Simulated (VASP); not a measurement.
# Ti (I4/mmm) in VASP: notebook

Runs on Ti. Level: r2SCAN. Tasks: single point.

Everything below comes from runs of VASP 6.6.1. Logs are shortened: lines on timing, memory, paths and dates and some standing lists are left out, and cuts for length are marked.

**1. The cell of the first run**

It takes space group I4/mmm (No. 139, tetragonal). Conventional cell: a = 2.871 Å, b = 2.871 Å, c = 4.121 Å, α = 90.00°, β = 90.00°, γ = 90.00°. Ti (site symmetry 4/mmm) has 12 Ti at 2.87 to 2.89 Å within 3.8 Å.

This isn't the form of Ti at room conditions, which is hcp.

**2. Single point, r2SCAN (strain +0.000 along x and y, +0.015 along z)**

The input, POSCAR:

```
Ti
1.0
    0.0000000000      2.0300000000      2.0604500000
    2.0300000000      0.0000000000      2.0604500000
    2.0300000000      2.0300000000      0.0000000000
Ti
1
Direct
    0.0000000000      0.0000000000      0.0000000000
```

The input, INCAR.step1:

```
PREC = Accurate
ENCUT = 520
ISMEAR = 0
SIGMA = 0.15
LREAL = F
LASPH = T
NELM = 100
NBANDS = 12
GGA = PE
ALGO = Normal
EDIFF = 1E-4
LWAVE = T
LCHARG = F
```

The input, INCAR.step2:

```
PREC = Accurate
ENCUT = 520
EDIFF = 1E-6
ISMEAR = 0
SIGMA = 0.15
LREAL = F
LASPH = T
NELM = 100
ALGO = Normal
ISIF = 2
LWAVE = F
LCHARG = T
METAGGA = R2SCAN
LMIXTAU = T
LELF = T
LVHAR = T
NBANDS = 12
ISTART = 1
```

The input, KPOINTS:

```
Automatic mesh
0
Gamma
  20 20 20
```

Potentials or basis: VASP PAW PBE potentials, release 64 (Ti_sv).

Command:

```
> cat potpaw_PBE.64/Ti_sv/POTCAR > POTCAR
> cp INCAR.step1 INCAR
> mpirun -np 1 vasp_std > vasp.out
> cp INCAR.step2 INCAR
> mpirun -np 1 vasp_std > vasp.out
```

OUTCAR:

```text
PREC = Accurate
   ENCUT = 520
   EDIFF = 1E-6
   ISMEAR = 0
   LREAL = F
   LASPH = T
   NELM = 100
   ISIF = 2
   METAGGA = R2SCAN
   ISTART = 1

 ion  position               nearest neighbor table
   1  0.000  0.000  0.000-

  LATTYP: Found a body centered tetragonal cell.
 ALAT       =     2.8708535316
 C/A-ratio  =     1.4354267658

  Lattice vectors:

 A1 = (  -2.0300000000,   0.0000000000,   2.0604500000)
 A2 = (   2.0300000000,   0.0000000000,   2.0604500000)
 A3 = (   0.0000000000,   2.0300000000,  -2.0604500000)

Analysis of symmetry for initial positions (statically):
=====================================================================
 Subroutine PRICEL returns:
 Original cell was already a primitive cell.

 Routine SETGRP: Setting up the symmetry group for a
 body centered tetragonal supercell.

 Subroutine GETGRP returns: Found 16 space group operations
 (whereof 16 operations were pure point group operations)
 out of a pool of 16 trial point group operations.

The static configuration has the point symmetry D_4h.

Analysis of symmetry for dynamics (positions and initial velocities):
=====================================================================
 Subroutine PRICEL returns:
 Original cell was already a primitive cell.

 Routine SETGRP: Setting up the symmetry group for a
 body centered tetragonal supercell.

 Subroutine GETGRP returns: Found 16 space group operations
 (whereof 16 operations were pure point group operations)
 out of a pool of 16 trial point group operations.

The dynamic configuration has the point symmetry D_4h.

 Subroutine INISYM returns: Found 16 space group operations
 (whereof 16 operations are pure point group operations),
 and found     1 'primitive' translations

----------------------------------------------------------------------------------------

                                     Primitive cell

  volume of cell :      16.9818

  direct lattice vectors                    reciprocal lattice vectors
     0.000000000  2.030000000  2.060450000    -0.246305419  0.246305419  0.242665437
     2.030000000  0.000000000  2.060450000     0.246305419 -0.246305419  0.242665437
     2.030000000  2.030000000  0.000000000     0.246305419  0.246305419 -0.242665437

  length of vectors
     2.892465074  2.892465074  2.870853532     0.424522359  0.424522359  0.424522359

  position of ions in fractional coordinates (direct lattice)
     0.000000000  0.000000000  0.000000000

  ion indices of the primitive-cell ions
   primitive index   ion index
                 1           1

----------------------------------------------------------------------------------------

 KPOINTS: Automatic mesh

Automatic generation of k-mesh.
 Grid dimensions read from file:
 generate k-points for:   20   20   20

 Generating k-lattice:

  Cartesian coordinates                     Fractional coordinates (reciprocal lattice)
    -0.012315271  0.012315271  0.012133272     0.050000000  0.000000000  0.000000000
     0.012315271 -0.012315271  0.012133272     0.000000000  0.050000000  0.000000000
     0.012315271  0.012315271 -0.012133272     0.000000000  0.000000000  0.050000000

  Length of vectors
     0.021226118  0.021226118  0.021226118

  Shift w.r.t. Gamma in fractional coordinates (k-lattice)
     0.000000000  0.000000000  0.000000000

 Subroutine IBZKPT returns following result:
 ===========================================

 Found    641 irreducible k-points:

 Following reciprocal coordinates:
            Coordinates               Weight
  0.000000  0.000000  0.000000      1.000000
  0.050000 -0.000000  0.000000      8.000000
  0.100000  0.000000  0.000000      8.000000
  0.150000  0.000000  0.000000      8.000000
  0.200000  0.000000  0.000000      8.000000
  0.250000 -0.000000  0.000000      8.000000
[... 16 lines left out ...]
 -0.400000  0.050000  0.000000      8.000000
 -0.350000  0.050000  0.000000      8.000000
 [... further k-points ...]
   k-points           NKPTS =    641   k-points in BZ     NKDIM =    641   number of bands    NBANDS=     12
   number of dos      NEDOS =    301   number of ions     NIONS =      1
   total plane-waves  NPLWV =  13824
   dimension x,y,z NGX =    24 NGY =   24 NGZ =   24
   dimension x,y,z NGXF=    48 NGYF=   48 NGZF=   48
   ions per type =               1
   NGX,Y,Z   is equivalent  to a cutoff of  13.79, 13.79, 13.90 a.u.
   NGXF,Y,Z  is equivalent  to a cutoff of  27.59, 27.59, 27.80 a.u.
 SYSTEM =  unknown system
   PREC   = accura    normal or accurate (medium, high low for compatibility)
   ISTART =      1    job   : 0-new  1-cont  2-samecut
   ICHARG =      0    charge: 1-file 2-atom 10-const
   ISPIN  =      1    spin polarized calculation?
   LNONCOLLINEAR =      F non collinear calculations
   LSORBIT =      F    spin-orbit coupling
   LASPH  =      T    aspherical Exc in radial PAW
   ENCUT  =  520.0 eV  38.22 Ry    6.18 a.u.   5.38  5.38  5.34*2*pi/ulx,y,z
[... 65 lines left out ...]
      7       9.5342      0.00000
      8       9.5342      0.00000
      9      11.2786      0.00000
     10      11.4182      0.00000
     11      24.3834      0.00000
     12      29.1235      0.00000

 k-point     2 :       0.0500   -0.0000    0.0000
  band No.  band energies     occupation
      1     -50.5227      2.00000
      2     -25.3219      2.00000
      3     -25.3056      2.00000
      4     -25.3046      2.00000
      5       2.0413      2.00000
      6       9.4016      0.00000
      7       9.5208      0.00000
      8       9.5660      0.00000
      9      11.2583      0.00000
     10      11.3950      0.00000
     11      24.4595      0.00000
     12      28.5998      0.00000

 k-point     3 :       0.1000    0.0000    0.0000
  band No.  band energies     occupation
      1     -50.5129      2.00000
      2     -25.3771      2.00000
      3     -25.3129      2.00000
      4     -25.3109      2.00000
      5       2.2948      2.00000
      6       9.2689      0.00000
      7       9.5777      0.00000
      8       9.6523      0.00000
      9      11.2102      0.00000
     10      11.3371      0.00000
     11      24.6226      0.00000
     12      27.2200      0.00000

 k-point     4 :       0.1500    0.0000    0.0000
  band No.  band energies     occupation
      1     -50.4974      2.00000
      2     -25.4624      2.00000
      3     -25.3243      2.00000
      4     -25.3206      2.00000
      5       2.7014      2.00000
      6       9.0451      0.00000
      7       9.6768      0.00000
      8       9.7635      0.00000
      9      11.1735      0.00000
     10      11.2809      0.00000
     11      24.5526      0.00000
     12      25.9638      0.00000

 k-point     5 :       0.2000    0.0000    0.0000
  band No.  band energies     occupation
      1     -50.4779      2.00000
      2     -25.5688      2.00000
      3     -25.3385      2.00000
      4     -25.3328      2.00000
      5       3.2344      2.00000
      6       8.7946      0.00269
      7       9.7438      0.00000
      8       9.8466      0.00000
      9      11.2099      0.00000
     10      11.2860      0.00000
     11      23.5735      0.00000
     12      25.4937      0.00000
[... 228 lines left out ...]
      1     -50.3842      2.00000
      2     -26.0450      2.00000
      3     -25.4161      2.00000
      4     -25.3937      2.00000
      5       5.7761      2.00000
      6       8.8189      0.00124
      7       9.3450      0.00000
      8       9.5397      0.00000
      9      12.3873      0.00000
     10      12.5508      0.00000
     11      17.3292      0.00000
     12      23.6850      0.00000

 k-point    22 :      -0.4500    0.0500    0.0000
  band No.  band energies     occupation
      1     -50.3852      2.00000
      2     -26.0399      2.00000
      3     -25.4184      2.00000
      4     -25.3897      2.00000
      5       5.7582      2.00000
      6       8.8020      0.00214
      7       9.3411      0.00000
      8       9.5404      0.00000
      9      12.3010      0.00000
     10      12.5922      0.00000
     11      17.4223      0.00000
     12      23.7030      0.00000

 k-point    23 :      -0.4000    0.0500    0.0000
  band No.  band energies     occupation
      1     -50.3930      2.00000
      2     -26.0009      2.00000
      3     -25.4154      2.00000
      4     -25.3819      2.00000
      5       5.6056      2.00000
      6       8.6283      0.15191
      7       9.3678      0.00000
      8       9.5885      0.00000
      9      12.1016      0.00000
     10      12.4815      0.00000
     11      18.0616      0.00000
     12      23.8854      0.00000

 k-point    24 :      -0.3500    0.0500    0.0000
  band No.  band energies     occupation
      1     -50.4068      2.00000
      2     -25.9312      2.00000
      3     -25.4073      2.00000
      4     -25.3708      2.00000
      5       5.2743      2.00000
      6       8.4370      1.28918
      7       9.4534      0.00000
      8       9.6770      0.00000
      9      11.8237      0.00000
     10      12.2577      0.00000
     11      19.0894      0.00000
     12      24.2072      0.00000

 [... further k-points ...]

------------------------ aborting loop because EDIFF is reached ----------------------------------------

  FORCE on cell =-STRESS in cart. coord.  units (eV):
  Direction    XX          YY          ZZ          XY          YZ          ZX
  --------------------------------------------------------------------------------------
  -------------------------------------------------------------------------------------
  Total        0.3353800      0.3353800      0.2814632      0.0000000      0.0000000      0.0000000
  in kB       31.6419730     31.6419730     26.5551027      0.0000000      0.0000000      0.0000000
  external PRESSURE =      29.9463496 kB  Pullay stress =       0.0000000 kB

 VOLUME and BASIS-vectors are now :
 -----------------------------------------------------------------------------
  energy-cutoff  :      520.00
  volume of cell :       16.98
      direct lattice vectors                 reciprocal lattice vectors
     0.000000000  2.030000000  2.060450000    -0.246305419  0.246305419  0.242665437
     2.030000000  0.000000000  2.060450000     0.246305419 -0.246305419  0.242665437
     2.030000000  2.030000000  0.000000000     0.246305419  0.246305419 -0.242665437

 POSITION                                       TOTAL-FORCE (eV/Angst)
 -----------------------------------------------------------------------------------
      0.00000      0.00000      0.00000        -0.000000      0.000000      0.000000
 -----------------------------------------------------------------------------------
    total drift:                                0.000000      0.000000      0.000000

  FREE ENERGIE OF THE ION-ELECTRON SYSTEM (eV)
  ---------------------------------------------------
  free  energy   TOTEN  =       -12.8838854061 eV

  energy  without entropy=      -12.8665927713  energy(sigma->0) =      -12.87523909
```

Run time: 6 min. Hardware: 1 thread of Intel Xeon Platinum 8488C (Sapphire Rapids), shared host; peak memory 0.24 GiB.

What came out:

* Free energy: -12.8839 eV
* Pressure: 3.0 GPa
* Band gap on the k mesh: zero (bands 6 and 7 overlap by 1.43 eV)

Stress tensor (GPa, compression positive):
```
3.16 0.00 0.00
0.00 3.16 0.00
0.00 0.00 2.66
```

Levels at points of the mesh, in eV from the Fermi level:
```csv
k point,band 2,band 3,band 4,band 5,band 6,band 7,band 8,band 9,band 10,band 11
"(0.00, 0.00, 0.00)",-33.78,-33.78,-33.78,-6.52,0.94,1.06,1.06,2.80,2.94,15.91
"(0.50, 0.00, 0.00)",-34.53,-33.88,-33.87,-2.76,0.51,0.87,1.01,3.91,3.96,8.83
"(0.50, 0.50, 0.00)",-34.48,-34.03,-34.03,-2.74,-1.81,2.72,4.00,4.18,4.18,11.11
"(0.50, 0.00, 0.50)",-34.48,-34.06,-34.03,-2.73,-1.85,3.02,3.99,4.14,4.23,11.38
```

Caveat: the cell differs from its parent crystal (strain +0.000 along x and y, +0.015 along z); the PAW data sets were made with another functional, which shifts forces and pressure a little.

**3. Single point, r2SCAN (strain +0.015 along x and y, -0.015 along z)**

The input, POSCAR:

```
Ti
1.0
    0.0000000000      2.0604500000      1.9995500000
    2.0604500000      0.0000000000      1.9995500000
    2.0604500000      2.0604500000      0.0000000000
Ti
1
Direct
    0.0000000000      0.0000000000      0.0000000000
```

The input, INCAR.step1:

```
ALGO = Normal
EDIFF = 1E-4
ENCUT = 520
GGA = PE
ISMEAR = 0
LASPH = T
LCHARG = F
LREAL = F
LWAVE = T
NBANDS = 12
NELM = 100
PREC = Accurate
SIGMA = 0.15
```

The input, INCAR.step2:

```
ALGO = Normal
EDIFF = 1E-6
ENCUT = 520
ISIF = 2
ISMEAR = 0
ISTART = 1
LASPH = T
LCHARG = F
LMIXTAU = T
LREAL = F
LWAVE = F
METAGGA = R2SCAN
NBANDS = 12
NELM = 100
PREC = Accurate
SIGMA = 0.15
```

The input, KPOINTS:

```
k-points
0
Gamma
  20 20 20
```

Potentials or basis: VASP PAW PBE potentials, release 64 (Ti_sv).

Command:

```
> cat potpaw_PBE.64/Ti_sv/POTCAR > POTCAR
> cp INCAR.step1 INCAR
> mpirun -np 1 vasp_std > vasp.out
> cp INCAR.step2 INCAR
> mpirun -np 1 vasp_std > vasp.out
```

Wall time 7.4 min (1 thread of Intel Xeon Platinum 8488C (Sapphire Rapids), shared host); peak memory 0.25 GiB.

The run converged. Its results:

- Free energy: -12.8830 eV
- Pressure: 3.0 GPa
- Band gap on the k mesh: zero (bands 6 and 7 overlap by 1.48 eV)

Stress tensor (GPa, compression positive):
```
2.68 0.00 0.00
0.00 2.68 0.00
0.00 0.00 3.70
```

Levels at points of the mesh, in eV from the Fermi level:
```
           k point  band 3  band 4  band 5  band 6  band 7  band 8  band 9  band 10
(0.00, 0.00, 0.00)  -33.78  -33.78   -6.52    0.95    0.95    1.18    2.73     3.00
(0.50, 0.00, 0.00)  -33.89  -33.86   -2.76    0.51    0.80    1.08    3.88     4.00
(0.50, 0.50, 0.00)  -34.06  -34.06   -2.73   -1.90    3.34    3.99    4.19     4.19
(0.50, 0.00, 0.50)  -34.05  -34.01   -2.74   -1.80    2.72    3.99    4.09     4.27
```

Caveat: the cell differs from its parent crystal (strain +0.015 along x and y, -0.015 along z); the cell stands under pressure; the PAW data sets were made with another functional, which shifts forces and pressure a little.

**4. Single point, r2SCAN (strain +0.000 along x and y, +0.030 along z)**

The input, POSCAR:

```
Ti
1.0
    0.0000000000      2.0300000000      2.0909000000
    2.0300000000      0.0000000000      2.0909000000
    2.0300000000      2.0300000000      0.0000000000
Ti
1
Direct
    0.0000000000      0.0000000000      0.0000000000
```

The input, INCAR.step1:

```
SYSTEM = Ti
ALGO     = Normal         ! electronic algorithm
EDIFF    = 1E-4           ! SCF threshold, eV
ENCUT    = 520            ! plane-wave cutoff, eV
GGA      = PE             ! functional
ISMEAR   = 0              ! smearing method
LASPH    = .TRUE.         ! aspherical terms in the spheres
LCHARG   = .FALSE.        ! write CHGCAR
LREAL    = .FALSE.        ! projectors in reciprocal space
LWAVE    = .TRUE.         ! write WAVECAR
NBANDS   = 12             ! bands
NELM     = 60             ! most SCF steps
PREC     = Accurate       ! precision mode
SIGMA    = 0.15           ! smearing width, eV
```

The input, INCAR.step2:

```
SYSTEM = Ti
ALGO     = Normal         ! electronic algorithm
EDIFF    = 1E-6           ! SCF threshold, eV
ENCUT    = 520            ! plane-wave cutoff, eV
ISIF     = 2              ! what is computed and relaxed
ISMEAR   = 0              ! smearing method
ISTART   = 1            
LASPH    = .TRUE.         ! aspherical terms in the spheres
LCHARG   = .TRUE.         ! write CHGCAR
LELF     = .TRUE.         ! ELF
LMIXTAU  = .TRUE.       
LREAL    = .FALSE.        ! projectors in reciprocal space
LVHAR    = .TRUE.       
LWAVE    = .FALSE.        ! write WAVECAR
METAGGA  = R2SCAN         ! meta-GGA
NBANDS   = 12             ! bands
NELM     = 60             ! most SCF steps
PREC     = Accurate       ! precision mode
SIGMA    = 0.15           ! smearing width, eV
```

The input, KPOINTS:

```
k-points
0
G
  20 20 20
  0 0 0
```

Command:

```
> cat potpaw_PBE.64/Ti_sv/POTCAR > POTCAR
> cp INCAR.step1 INCAR
> mpirun -np 1 vasp_std > vasp.out
> cp INCAR.step2 INCAR
> mpirun -np 1 vasp_std > vasp.out
```

Wall time 6.9 min (1 thread of Intel Xeon Platinum 8488C (Sapphire Rapids), shared host); peak memory 0.25 GiB.

The run converged. Its results:

```
Free energy            : -12.8866 eV
Pressure               : 1.3 GPa
Band gap on the k mesh : zero (bands 6 and 7 overlap by 1.44 eV)
```

Stress tensor (GPa, compression positive):
```
1.58 0.00 0.00
0.00 1.58 0.00
0.00 0.00 0.59
```

Levels at points of the mesh, in eV from the Fermi level:
| k point | band 3 | band 4 | band 5 | band 6 | band 7 | band 8 | band 9 | band 10 |
| --- | --- | --- | --- | --- | --- | --- | --- | --- |
| (0.00, 0.00, 0.00) | -33.82 | -33.82 | -6.49 | 0.85 | 1.09 | 1.09 | 2.69 | 2.96 |
| (0.50, 0.00, 0.00) | -33.93 | -33.90 | -2.72 | 0.47 | 0.81 | 1.07 | 3.81 | 3.92 |
| (0.50, 0.50, 0.00) | -34.05 | -34.05 | -2.68 | -1.74 | 2.46 | 3.94 | 4.10 | 4.10 |
| (0.50, 0.00, 0.50) | -34.10 | -34.06 | -2.68 | -1.82 | 3.05 | 3.92 | 4.02 | 4.20 |

Caveat: the cell differs from its parent crystal (strain +0.000 along x and y, +0.030 along z); the PAW data sets were made with another functional, which shifts forces and pressure a little.

**5. Single point, r2SCAN (strain +0.015 along x and y, +0.000 along z)**

The input, POSCAR:

```
Ti
1.0
    0.0000000000      2.0604500000      2.0300000000
    2.0604500000      0.0000000000      2.0300000000
    2.0604500000      2.0604500000      0.0000000000
Ti
1
Direct
    0.0000000000      0.0000000000      0.0000000000
```

The input, INCAR.step1:

```
SYSTEM = Ti
ALGO = Normal ; EDIFF = 1E-4
ENCUT = 520 ; GGA = PE
ISMEAR = 0 ; LASPH = .TRUE.
LCHARG = .FALSE. ; LREAL = .FALSE.
LWAVE = .TRUE. ; NBANDS = 12
NELM = 60 ; PREC = Accurate
SIGMA = 0.15
```

The input, INCAR.step2:

```
SYSTEM = Ti
ALGO = Normal ; EDIFF = 1E-7
ENCUT = 520 ; ISIF = 2
ISMEAR = 0 ; ISTART = 1
LASPH = .TRUE. ; LCHARG = .TRUE.
LELF = .TRUE. ; LMIXTAU = .TRUE.
LREAL = .FALSE. ; LVHAR = .TRUE.
LWAVE = .FALSE. ; METAGGA = R2SCAN
NBANDS = 12 ; NELM = 60
PREC = Accurate ; SIGMA = 0.15
```

KPOINTS is that of step 4.

Command:

```
> cat potpaw_PBE.64/Ti_sv/POTCAR > POTCAR
> cp INCAR.step1 INCAR
> mpirun -np 1 vasp_std > vasp.out
> cp INCAR.step2 INCAR
> mpirun -np 1 vasp_std > vasp.out
```

Run time: 8.2 min. Hardware: 1 thread of Intel Xeon Platinum 8488C (Sapphire Rapids), shared host; peak memory 0.26 GiB.

It converged, with:

```yaml
Free_energy: -12.8874 eV
Pressure: 1.3 GPa
Band_gap_on_the_k_mesh: zero (bands 6 and 7 overlap by 1.44 eV)
```

Stress tensor (GPa, compression positive):
```
1.08 0.00 0.00
0.00 1.08 0.00
0.00 0.00 1.60
```

Levels at points of the mesh, in eV from the Fermi level:
| k point | band 2 | band 3 | band 4 | band 5 | band 6 | band 7 | band 8 | band 9 | band 10 | band 11 |
| --- | --- | --- | --- | --- | --- | --- | --- | --- | --- | --- |
| (0.00, 0.00, 0.00) | -33.83 | -33.83 | -33.82 | -6.49 | 0.97 | 0.97 | 1.08 | 2.76 | 2.89 | 15.83 |
| (0.50, 0.00, 0.00) | -34.54 | -33.92 | -33.91 | -2.72 | 0.47 | 0.87 | 1.00 | 3.84 | 3.90 | 8.67 |
| (0.50, 0.50, 0.00) | -34.49 | -34.09 | -34.09 | -2.68 | -1.83 | 3.05 | 3.92 | 4.11 | 4.11 | 11.29 |
| (0.50, 0.00, 0.50) | -34.49 | -34.08 | -34.06 | -2.68 | -1.78 | 2.75 | 3.93 | 4.06 | 4.15 | 11.02 |

Caveat: the cell differs from its parent crystal (strain +0.015 along x and y, +0.000 along z); the PAW data sets were made with another functional, which shifts forces and pressure a little.

**6. Summary**

```tsv
cell	gap on the mesh (eV)	pressure (GPa)
a = 2.892, b = 2.892, c = 2.871 Å, angles 60.2, 60.2, 59.5°, 1 atom	none	3.0
a = 2.871, b = 2.871, c = 2.914 Å, angles 59.5, 59.5, 61.0°, 1 atom	none	3.0
a = 2.914, b = 2.914, c = 2.871 Å, angles 60.5, 60.5, 59.0°, 1 atom	none	1.3
a = 2.892, b = 2.892, c = 2.914 Å, angles 59.8, 59.8, 60.5°, 1 atom	none	1.3
```

Alike in all rows: task single point; level r2SCAN; potentials or basis VASP PAW PBE potentials, release 64 (Ti_sv); no spin polarisation; k mesh 20 × 20 × 20; cutoff (eV) 520; smearing gaussian 0.15 eV.

Caveats: the PAW data sets were made with another functional, which shifts forces and pressure a little; the cell stands under pressure (at least some runs).

Total energies depend on the potentials used, so only differences within one code and one set of settings carry meaning.
